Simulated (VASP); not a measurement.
**Re: single point with PBE**

Crystal: Re.

```xyz
2
Lattice="2.8838 0.0000 0.0000 -1.4419 2.4974 0.0000 0.0000 0.0000 4.6512" Properties=species:S:1:pos:R:3 pbc="T T T"
Re    0.0000    1.6649    1.1628
Re    1.4419    0.8325    3.4884
```

| Quantity | Value |
| --- | --- |
| Program | VASP 6.6.1 |
| Task | single point |
| Functional | PBE |
| Potentials or basis | VASP PAW PBE potentials, release 64 (Re) |
| Cutoff | 520 eV |
| k mesh | 21 × 21 × 12 |
| Occupations | fermi-dirac, width 0.1 eV |
| Spin | no spin polarisation |

| Property | Result |
| --- | --- |
| Pressure | -32.7 GPa |
| Band gap on the k mesh | zero (bands 7 and 8 overlap by 2.63 eV) |

Stress tensor (GPa, compression positive):
```
-32.55   0.00   0.00
  0.00 -32.55   0.00
  0.00   0.00 -33.09
```

Levels at points of the mesh, in eV from the Fermi level:
| k point | band 4 | band 5 | band 6 | band 7 | band 8 | band 9 | band 10 | band 11 |
| --- | --- | --- | --- | --- | --- | --- | --- | --- |
| (0.00, 0.00, 0.00) | -1.28 | -1.28 | -0.60 | -0.60 | 0.16 | 0.16 | 0.44 | 2.79 |
| (0.00, 0.00, 0.50) | -2.01 | -1.40 | -1.40 | -1.40 | -1.40 | 2.09 | 2.09 | 2.09 |

Wall time 2.8 min on 1 thread of Intel Xeon 8259CL, on a shared host, peak memory 0.27 GiB.

Caveat: the cell stands under tension; spin-orbit coupling is left out, which moves the levels of the heavy elements.
